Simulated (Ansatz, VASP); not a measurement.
Mn: VASP beside Ansatz

Contents of POSCAR:

```
Mn
1.0
    2.9930300253      0.0000000000      0.0000000000
    0.0000000000      2.9930300253      0.0000000000
    0.0000000000      0.0000000000      3.0735303748
Mn
2
Direct
    0.0000000000      1.0000000000      0.0000000000
    0.5000000000      0.5000000000      0.5000000000
```

Contents of INCAR.step1:

```
PREC = Accurate
ENCUT = 520
ISMEAR = -1
SIGMA = 0.05
LREAL = F
LASPH = T
NELM = 150
ISPIN = 2
MAGMOM = 3.842 -3.842
LMAXMIX = 4
NBANDS = 24
GGA = PE
ALGO = Normal
EDIFF = 1E-4
LWAVE = T
LCHARG = F
```

Contents of INCAR.step2:

```
PREC = Accurate
ENCUT = 520
EDIFF = 1E-6
ISMEAR = -1
SIGMA = 0.05
LREAL = F
LASPH = T
NELM = 150
ALGO = Normal
ISIF = 2
LWAVE = F
LCHARG = F
ISPIN = 2
MAGMOM = 3.842 -3.842
LORBIT = 11
LMAXMIX = 4
METAGGA = R2SCAN
LMIXTAU = T
NBANDS = 24
ISTART = 1
```

Contents of KPOINTS:

```
regular mesh
0
Gamma
  12 12 11
```

Input for Ansatz:

```yaml
crystal:
  lattice:
    - [2.9930300253, 0.0, 0.0]
    - [0.0, 2.9930300253, 0.0]
    - [0.0, 0.0, 3.0735303748]
  atoms:
    - { symbol: Mn, position: [0.0, 1.0, 0.0], spin: 3.842 }
    - { symbol: Mn, position: [0.5, 0.5, 0.5], spin: -3.842 }
hamiltonian:
  xc: r2scan
  pseudopotentials:
    kind: paw
    azcp:
      Mn: "pseudopotentials/Mn.paw.azcp"
basis:
  ecutwfc: 500
  fft_grid_basis: typed
kpoints:
  mp_grid: { grid: [12, 12, 11], shift: [0, 0, 0] }
magnetization:
  spin_polarized: true
scf:
  occupations: { method: fermi_dirac, width: 0.05 }
  lower_state_search: "off"
output:
  stress: true
```

Alike in both runs: task single point; functional r2SCAN; k mesh 12 × 12 × 11; occupations fermi-dirac, width 0.05 eV; collinear spin.

|  | VASP | Ansatz |
| --- | --- | --- |
| version | VASP 6.6.1 | Ansatz 0.2.0 |
| potentials or method | VASP PAW PBE potentials, release 64 (Mn_pv), cutoff 520 eV | plane waves (500 eV) with PAW, scalar-relativistic |
| valence electrons in the cell | 26 | 30 |

```csv
,VASP,Ansatz,Ansatz less VASP
pressure (GPa),7.8,7.5,-0.26
"traceless stress, the component that is largest in VASP (GPa)",-1.37,-1.18,+0.192
net moment per atom (μB),0.00,0.00,0.000
size of the moment on the site where the two differ most (μB),3.68,3.63,-0.053
```

VASP's potentials were made for PBE, not for r2SCAN. Site moments also hang on the region over which each program counts them. VASP's potentials hold 26 valence electrons a cell and Ansatz's 30, so a difference there can come from the potentials and not from the codes. Ansatz's warnings: stability check not made.
